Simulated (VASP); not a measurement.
Set up this calculation in VASP 6.6.1, as the native input.

* Task: single point
* Functional: PBE
* Potentials or basis: VASP PAW PBE potentials, release 64 (As)
* Cutoff: 520 eV
* k mesh: 7 × 7 × 7
* Occupations: fermi-dirac, width 0.05 eV
* Spin: no spin polarisation
* Dipole correction: no
* Further INCAR settings: ALGO = Normal; EDIFF = 1e-06; NBANDS = 12

The structure of As lies in POSCAR:

```
As
1.0
    1.8619889297      1.0750198097      3.5140619945
   -1.8619889297      1.0750198097      3.5140619945
    0.0000000000     -2.1500396196      3.5140619945
As
2
Direct
    0.2260000000      0.2260000000      0.2260000000
    0.7740000000      0.7740000000      0.7740000000
```

One way to write it, as run:

INCAR

```
SYSTEM = As
PREC = Accurate ; ENCUT = 520
EDIFF = 1E-6 ; ISMEAR = -1
SIGMA = 0.05 ; LREAL = .False.
LASPH = .True. ; NELM = 60
ALGO = Normal ; ISIF = 2
LWAVE = .False. ; LCHARG = .False.
GGA = PE ; NBANDS = 12
```

KPOINTS

```
regular mesh
0
Gamma
  7 7 7
  0 0 0
```

Potentials or basis: VASP PAW PBE potentials, release 64 (As).

Launch:

```console
$ cat potpaw_PBE.64/As/POTCAR > POTCAR
$ mpirun -np 1 vasp_std > vasp.out
```

Results of the run:

* Pressure: 6.0 GPa
* Largest force: 0.574 eV/Å
* Band gap on the k mesh: zero (band 5 reaches 5.79 eV, above the bottom of band 6 at 5.70 eV)

It took 6.6 s on 1 thread of Intel(R) Xeon(R) 6975P-C (Granite Rapids), with other jobs on the host, peak memory 0.17 GiB.
